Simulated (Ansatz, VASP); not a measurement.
PtSe2: VASP beside Ansatz

INCAR

```
SYSTEM = PtSe2
PREC = Accurate
ENCUT = 520
EDIFF = 1E-7
ISMEAR = 0
SIGMA = 0.05
LREAL = .FALSE.
LASPH = .TRUE.
NELM = 80
ALGO = Normal
ISIF = 2
LWAVE = .FALSE.
LCHARG = .FALSE.
LDIPOL = .TRUE.
IDIPOL = 3
DIPOL = 0.5 0.5 0.383
GGA = PE
IVDW = 12
NBANDS = 31
```

KPOINTS

```
regular mesh
0
G
  9 9 1
  0 0 0
```

The input POSCAR:

```
PtSe2
1.0
    3.7069017468      0.0000000000      0.0000000000
   -1.8534508734      3.2102710821      0.0000000000
    0.0000000000      0.0000000000     22.7988449202
Se Pt
4 2
Direct
    0.6666666667      0.3333333333      0.1973784205
    0.3333333333      0.6666666667      0.3135870473
    0.6666666667      1.3333333333      0.4521905604
    1.0000000000      1.0000000000      0.5683991871
    0.0000000000      0.0000000000      0.2554827339
    1.3333333333      1.6666666667      0.5102948737
```

Input for Ansatz:

```yaml
crystal:
  lattice:
    - [3.7069017468, 0.0, 0.0]
    - [-1.8534508734, 3.2102710821, 0.0]
    - [0.0, 0.0, 22.7988449202]
  atoms:
    - { symbol: Se, position: [0.6666666667, 0.3333333333, 0.1973784205] }
    - { symbol: Pt, position: [0.0, 0.0, 0.2554827339] }
    - { symbol: Se, position: [0.3333333333, 0.6666666667, 0.3135870473] }
    - { symbol: Se, position: [0.6666666667, 1.3333333333, 0.4521905604] }
    - { symbol: Pt, position: [1.3333333333, 1.6666666667, 0.5102948737] }
    - { symbol: Se, position: [1.0, 1.0, 0.5683991871] }
basis:
  ecutwfc: 420
kpoints:
  mp_grid: { grid: [9, 9, 1] }
hamiltonian:
  xc: pbe
  dispersion: d3bj
scf:
  occupations: { method: gaussian, width: 0.05 }
output:
  forces: true
  eigenvalues: true
efield:
  axis: 3
  dipole_correction: true
  ramp_width: 0.04
```

Alike in both runs: task single point; functional PBE; dispersion D3(BJ); k mesh 9 × 9 × 1; occupations gaussian, width 0.05 eV; no spin polarisation.

```csv
,VASP,Ansatz
version,VASP 6.6.1,Ansatz 0.2.0
potentials or method,"VASP PAW PBE potentials, release 64 (Se, Pt), cutoff 520 eV","scalar-relativistic, plane waves, PAW"
valence electrons in the cell,44,100
```

```csv
,VASP,Ansatz,Ansatz less VASP
gap on the k mesh at the Fermi level (eV),0.85,0.86,+0.009
least direct gap on the mesh (eV),1.16,1.17,+0.009
rms of the force components (eV/Å),0.040,0.040,+0.0002
```

VASP's potentials hold 44 valence electrons a cell and Ansatz's 100, so a difference there can come from the potentials and not from the codes.

Spin-orbit coupling is off throughout.
